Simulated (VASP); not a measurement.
# MnO2 (P6_322) in VASP: single point with PBE

Aim: the single point of MnO2 with PBE.

All numbers are computed with VASP 6.6.1; they aren't measurements. Logs are shortened: lines on timing, memory, paths and dates and some standing lists are left out, and cuts for length are marked.

### Step 1. The cell of the first run

It takes space group P6_322 (No. 182, hexagonal). Conventional cell: a = 5.455 Å, b = 5.455 Å, c = 9.231 Å, α = 90.00°, β = 90.00°, γ = 120.00°. Mn (site symmetry 3) has 4 O at 1.73 to 1.74 Å within 2.3 Å. Within 2.3 Å of O (site symmetry 2) lie 2 Mn at 1.74 Å. O (site symmetry 32) has 2 Mn at 1.73 Å within 2.3 Å.

### Step 2. Single point, PBE, collinear spin, ferromagnetic start

INCAR

```
PREC = Accurate
ENCUT = 600
EDIFF = 1E-6
ISMEAR = 0
SIGMA = 0.1
LREAL = False
LASPH = True
NELM = 200
ALGO = Normal
ISIF = 2
LWAVE = False
LCHARG = False
ISPIN = 2
MAGMOM = 4 4 4 4 0 0 0 0 0 0 0 0
LORBIT = 11
LMAXMIX = 4
GGA = PE
NBANDS = 66
GGA_COMPAT = False
```

KPOINTS

```
regular mesh
0
Gamma
  6 6 2
```

POSCAR

```
MnO2
1.0
    5.4554424385      0.0000000000      0.0000000000
   -2.7277212192      4.7245517407      0.0000000000
    0.0000000000      0.0000000000      9.2312014077
Mn O
4 8
Direct
    0.6666666667      0.3333333333      0.9372042249
    0.6666666667      0.3333333333      0.5627957751
    0.3333333333      0.6666666667      0.0627957751
    0.3333333333      0.6666666667      0.4372042249
    0.0000000000      0.4173772812      0.0000000000
    0.4173772812      0.4173772812      0.5000000000
    0.5826227188      0.0000000000      0.5000000000
    0.5826227188      0.5826227188      0.0000000000
    0.0000000000      0.5826227188      0.5000000000
    0.6666666667      0.3333333333      0.7500000000
    0.3333333333      0.6666666667      0.2500000000
    0.4173772812      0.0000000000      0.0000000000
```

Potentials or basis: VASP PAW PBE potentials, release 64 (Mn_pv, O).

Launch:

```bash
$ cat potpaw_PBE.64/Mn_pv/POTCAR potpaw_PBE.64/O/POTCAR > POTCAR
$ mpirun -np 1 vasp_std > vasp.out
```

OUTCAR:

```text
PREC = Accurate
   ENCUT = 600
   EDIFF = 1E-6
   ISMEAR = 0
   LREAL = False
   LASPH = True
   NELM = 200
   ISIF = 2
   ISPIN = 2
   LORBIT = 11
   GGA = PE

 ion  position               nearest neighbor table
   1  0.667  0.333  0.937-  10 1.73   5 1.74  12 1.74   8 1.74
   2  0.667  0.333  0.563-  10 1.73   7 1.74   9 1.74   6 1.74
   3  0.333  0.667  0.063-  11 1.73  12 1.74   5 1.74   8 1.74
   4  0.333  0.667  0.437-  11 1.73   9 1.74   7 1.74   6 1.74
   5  0.000  0.417  0.000-   1 1.74   3 1.74
   6  0.417  0.417  0.500-   2 1.74   4 1.74
   7  0.583  0.000  0.500-   2 1.74   4 1.74
   8  0.583  0.583  0.000-   3 1.74   1 1.74
   9  0.000  0.583  0.500-   4 1.74   2 1.74
  10  0.667  0.333  0.750-   1 1.73   2 1.73
  11  0.333  0.667  0.250-   3 1.73   4 1.73
  12  0.417  0.000  0.000-   3 1.74   1 1.74

  LATTYP: Found a hexagonal cell.
 ALAT       =     5.4554424385
 C/A-ratio  =     1.6921086625

  Lattice vectors:

 A1 = (   5.4554424385,   0.0000000000,   0.0000000000)
 A2 = (  -2.7277212192,   4.7245517407,   0.0000000000)
 A3 = (   0.0000000000,   0.0000000000,   9.2312014077)

Analysis of symmetry for initial positions (statically):
=====================================================================
 Subroutine PRICEL returns:
 Original cell was already a primitive cell.

 Routine SETGRP: Setting up the symmetry group for a
 hexagonal supercell.

 Subroutine GETGRP returns: Found 12 space group operations
 (whereof  6 operations were pure point group operations)
 out of a pool of 24 trial point group operations.

The static configuration has the point symmetry D_3 .
 The point group associated with its full space group is D_6 .

Analysis of symmetry for dynamics (positions and initial velocities):
=====================================================================
 Subroutine PRICEL returns:
 Original cell was already a primitive cell.

 Routine SETGRP: Setting up the symmetry group for a
 hexagonal supercell.

 Subroutine GETGRP returns: Found 12 space group operations
 (whereof  6 operations were pure point group operations)
 out of a pool of 24 trial point group operations.

The dynamic configuration has the point symmetry D_3 .
 The point group associated with its full space group is D_6 .

Analysis of structural, dynamic, and magnetic symmetry:
=====================================================================
 Subroutine PRICEL returns:
 Original cell was already a primitive cell.

 Routine SETGRP: Setting up the symmetry group for a
 hexagonal supercell.

 Subroutine GETGRP returns: Found 12 space group operations
 (whereof  6 operations were pure point group operations)
 out of a pool of 24 trial point group operations.

The overall configuration has the point symmetry D_3 .
 The point group associated with its full space group is D_6 .

 Subroutine INISYM returns: Found 12 space group operations
 (whereof  6 operations are pure point group operations),
 and found     1 'primitive' translations

----------------------------------------------------------------------------------------

                                     Primitive cell

  volume of cell :     237.9298

  direct lattice vectors                    reciprocal lattice vectors
     5.455442439  0.000000000  0.000000000     0.183303190  0.105830146  0.000000000
    -2.727721219  4.724551741  0.000000000     0.000000000  0.211660292  0.000000000
     0.000000000  0.000000000  9.231201408     0.000000000  0.000000000  0.108328261

  length of vectors
     5.455442439  5.455442439  9.231201408     0.211660292  0.211660292  0.108328261

  position of ions in fractional coordinates (direct lattice)
     0.666666667  0.333333333  0.937204225
     0.666666667  0.333333333  0.562795775
     0.333333333  0.666666667  0.062795775
     0.333333333  0.666666667  0.437204225
     0.000000000  0.417377281  0.000000000
     0.417377281  0.417377281  0.500000000
     0.582622719  0.000000000  0.500000000
     0.582622719  0.582622719  0.000000000
     0.000000000  0.582622719  0.500000000
     0.666666667  0.333333333  0.750000000
[... 77 lines left out ...]
   NELM   =    200;   NELMIN=  2; NELMDL= -5     # of ELM steps
   EDIFF  = 0.1E-05   stopping-criterion for ELM
   LREAL  =      F    real-space projection
   EDIFFG = 0.1E-04   stopping-criterion for IOM
   NSW    =      0    number of steps for IOM
   IBRION =     -1    ionic relax: 0-MD 1-quasi-New 2-CG
   NFREE  =      0    steps in history (QN), initial steepest desc. (CG)
   ISIF   =      2    stress and relaxation
   ISYM   =      2    0-nonsym 1-usesym 2-fastsym
   POTIM  = 0.5000    time-step for ionic-motion
   TEBEG  =    0.0;   TEEND  =   0.0 temperature during run
   PSTRESS=    0.0 pullay stress
   NELECT =     100.0000    total number of electrons
   NUPDOWN=      -1.0000    fix difference up-down
   EMIN   =  10.00;   EMAX   =-10.00  energy-range for DOS
   EFERMI =   0.00;   METHOD = LEGACY
   ISMEAR =     0;   SIGMA  =   0.10  broadening in eV -4-tet -1-fermi 0-gaus
   EFERMI_NEDOS =   21; number of points for ismear=-14 and -15
   IALGO  =     38    algorithm
   IMIX   =      4    mixing-type and parameters
     AMIX     =   0.40;   BMIX     =  1.00
     AMIX_MAG =   1.60;   BMIX_MAG =  1.00
  volume/ion in A,a.u.               =      19.83       133.80
  Fermi-wavevector in a.u.,A,eV,Ry     =   1.226286  2.317345 20.460145  1.503778
  Thomas-Fermi vector in A             =   2.361293
   LORBIT       =     11    0 simple, 1 ext, 2 COOP (PROOUT), +10 PAW based schemes
   GGA     = PE    functional components
   LHFCALC =     F    Hartree Fock is set to
   AEXX    =    0.0000 exact exchange contribution
   IVDW    =     0    specifies the selected vdW correction
   LEPSILON=     F    determine dielectric tensor
   LRPA    =     F    only Hartree local field effects (RPA)
 spin polarized calculation
 Gauss-broadening in eV      SIGMA  =   0.10
  energy-cutoff  :      600.00
  volume of cell :      237.93
 maximum number of plane-waves:      7969
 NGX is ok and might be reduce to    48
   NGX = 21   NGY = 21   NGZ = 37

 number of electron     100.0000000 magnetization      16.0000000

 number of electron      99.9999987 magnetization      11.8687781

 number of electron      99.9999989 magnetization       6.6646632

 Free energy of the ion-electron system (eV)
  ---------------------------------------------------
  ext. energy  EPLUGINS =         0.00000000
  ---------------------------------------------------
  free energy    TOTEN  =       -92.74980513 eV

  energy without entropy =      -92.71052417  energy(sigma->0) =      -92.73016465

 E-fermi :   0.0930     XC(G=0):  -7.3347

 val. band max:        0.0840887688   @ k =   0.5000  -0.0000   0.0000
 cond. band min:       0.0986180100   @ k =   0.0000   0.0000   0.0000
 fundamental gap:      0.0145292412
 Fermi energy:         0.0930006553

 spin component 1

 k-point     1 :       0.0000    0.0000    0.0000
  band No.  band energies     occupation
      1     -50.1684      1.00000
      2     -50.1650      1.00000
      3     -50.1568      1.00000
      4     -50.1533      1.00000
      5     -50.1526      1.00000
      6     -50.1526      1.00000
[... 899 lines left out ...]
     61       1.8074      0.00000
     62       1.8074      0.00000
 Fermi energy:         0.0930006553

 spin component 2

 k-point     1 :       0.0000    0.0000    0.0000
  band No.  band energies     occupation
      1     -48.5053      1.00000
      2     -48.5012      1.00000
      3     -48.4914      1.00000
      4     -48.4873      1.00000
      5     -48.4524      1.00000
      6     -48.4524      1.00000
[... 899 lines left out ...]
     61       2.8776      0.00000
     62       2.8776      0.00000
 [bands above 62 left out]

------------------------ aborting loop because EDIFF is reached ----------------------------------------

  FORCE on cell =-STRESS in cart. coord.  units (eV):
  Direction    XX          YY          ZZ          XY          YZ          ZX
  --------------------------------------------------------------------------------------
  -------------------------------------------------------------------------------------
  Total       -0.0601392     -0.0601392      1.3222233     -0.0000000     -0.0000000      0.0000000
  in kB       -0.4049668     -0.4049668      8.9036189     -0.0000000     -0.0000000      0.0000000
  external PRESSURE =       2.6978951 kB  Pullay stress =       0.0000000 kB

 VOLUME and BASIS-vectors are now :
 -----------------------------------------------------------------------------
  energy-cutoff  :      600.00
  volume of cell :      237.93
      direct lattice vectors                 reciprocal lattice vectors
     5.455442439  0.000000000  0.000000000     0.183303190  0.105830146  0.000000000
    -2.727721219  4.724551741  0.000000000     0.000000000  0.211660292  0.000000000
     0.000000000  0.000000000  9.231201408     0.000000000  0.000000000  0.108328261

 POSITION                                       TOTAL-FORCE (eV/Angst)
 -----------------------------------------------------------------------------------
      2.72772      1.57485      8.65152        -0.000000      0.000000     -0.108915
      2.72772      1.57485      5.19528        -0.000000      0.000000      0.108915
     -0.00000      3.14970      0.57968        -0.000000      0.000000      0.108915
     -0.00000      3.14970      4.03592         0.000000      0.000000     -0.108915
     -1.13849      1.97192      0.00000         0.021245     -0.036798     -0.000000
      1.13849      1.97192      4.61560        -0.021245     -0.036798     -0.000000
      3.17846      0.00000      4.61560         0.042491      0.000000     -0.000000
      1.58923      2.75263      0.00000         0.021245      0.036798     -0.000000
     -1.58923      2.75263      4.61560        -0.021245      0.036798     -0.000000
      2.72772      1.57485      6.92340         0.000000      0.000000     -0.000000
     -0.00000      3.14970      2.30780         0.000000      0.000000     -0.000000
      2.27698      0.00000      0.00000        -0.042491      0.000000      0.000000
 -----------------------------------------------------------------------------------
    total drift:                                0.000000     -0.000000      0.000000

  FREE ENERGIE OF THE ION-ELECTRON SYSTEM (eV)
  ---------------------------------------------------
  free  energy   TOTEN  =       -92.7498051297 eV

  energy  without entropy=      -92.7105241709  energy(sigma->0) =      -92.73016465

 total charge

# of ion       s       p       d       tot
------------------------------------------
    1        0.400   6.494   5.172  12.066
    2        0.400   6.494   5.172  12.066
    3        0.400   6.494   5.172  12.066
    4        0.400   6.494   5.172  12.066
    5        1.578   3.414   0.000   4.992
    6        1.578   3.414   0.000   4.992
    7        1.578   3.414   0.000   4.992
    8        1.578   3.414   0.000   4.992
    9        1.578   3.414   0.000   4.992
   10        1.576   3.425   0.000   5.002
   11        1.576   3.425   0.000   5.002
   12        1.578   3.414   0.000   4.992
--------------------------------------------------
tot         14.219  53.313  20.688  88.219

 magnetization (x)

# of ion       s       p       d       tot
------------------------------------------
    1        0.009   0.024   1.486   1.518
    2        0.009   0.024   1.486   1.518
    3        0.009   0.024   1.486   1.518
    4        0.009   0.024   1.486   1.518
    5        0.006   0.022   0.000   0.028
    6        0.006   0.022   0.000   0.028
    7        0.006   0.022   0.000   0.028
    8        0.006   0.022   0.000   0.028
    9        0.006   0.022   0.000   0.028
   10        0.007   0.023   0.000   0.030
   11        0.007   0.023   0.000   0.030
   12        0.006   0.022   0.000   0.028
--------------------------------------------------
tot          0.083   0.272   5.943   6.299
```

Wall time 16 min (1 thread of AMD EPYC 7R13, shared host); peak memory 0.79 GiB.

Results:

```
Free energy                                           : -92.7498 eV
Pressure                                              : 0.3 GPa
Largest force                                         : 0.109 eV/Å
Net moment                                            : 6.66 μB per cell
Site moments                                          : Mn +1.52; O +0.03 μB
Valence electrons inside the program's atomic spheres : Mn 12.07; O 4.99, 5.00
```

Forces on the atoms (eV/Å):
```
Mn   0.000  0.000 -0.109
Mn   0.000  0.000  0.109
Mn   0.000  0.000  0.109
Mn   0.000  0.000 -0.109
O    0.021 -0.037  0.000
O   -0.021 -0.037  0.000
O    0.042  0.000  0.000
O    0.021  0.037  0.000
O   -0.021  0.037  0.000
O    0.000  0.000  0.000
O    0.000  0.000  0.000
O   -0.042  0.000  0.000
```

Caveat: semilocal functionals often make such compounds metallic where correlation or magnetic order opens a gap, which also shifts bond lengths; only a ferromagnetic start was run, and an antiferromagnetic order may lie lower in energy. With open d or f shells a metallic result of PBE can be an artefact of self-interaction; +U or a hybrid may open a gap.
